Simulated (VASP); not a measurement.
A run of VASP 6.6.1 is set up as follows.

File POSCAR:

```
C
1.0
    1.2894276638      0.7444514088      3.3470108394
   -1.2894276638      0.7444514088      3.3470108394
    0.0000000000     -1.4889028176      3.3470108394
C
2
Direct
    0.1640000000      0.1640000000      0.1640000000
    0.8360000000      0.8360000000      0.8360000000
```

INCAR.step1

```
  PREC = Accurate
  ENCUT = 520
  ISMEAR = 0
  SIGMA = 0.05
  LREAL = F
  LASPH = T
  NELM = 80
  NBANDS = 11
  GGA = PE
  ALGO = Normal
  EDIFF = 1E-4
  LWAVE = T
  LCHARG = F
```

File INCAR.step2:

```
  PREC = Accurate
  ENCUT = 520
  EDIFF = 1E-6
  ISMEAR = 0
  SIGMA = 0.05
  LREAL = F
  LASPH = T
  NELM = 80
  ALGO = Normal
  ISIF = 2
  LWAVE = F
  LCHARG = F
  METAGGA = R2SCAN
  LMIXTAU = T
  NBANDS = 11
  ISTART = 1
```

File KPOINTS:

```
Automatic mesh
0
Gamma
  12 12 12
```

Potentials or basis: VASP PAW PBE potentials, release 64 (C).

The run is started by

```sh
$ cat potpaw_PBE.64/C/POTCAR > POTCAR
$ cp INCAR.step1 INCAR
$ mpirun -np 1 vasp_std > vasp.out
$ cp INCAR.step2 INCAR
$ mpirun -np 1 vasp_std > vasp.out
```

Q: Estimate the largest force.

A: 0.860 eV/Å.

Q: Predict the band gap on the k mesh.

A: 0.83 eV, direct.

Stress tensor (GPa, compression positive):
```
-49.95   0.00   0.00
  0.00 -49.95   0.00
  0.00   0.00   1.13
```

Caveat: the cell differs from its parent crystal (strain +0.050 along x and y, +0.000 along z); the PAW data sets were made with another functional, which shifts forces and pressure a little. A k mesh can miss the band edges.
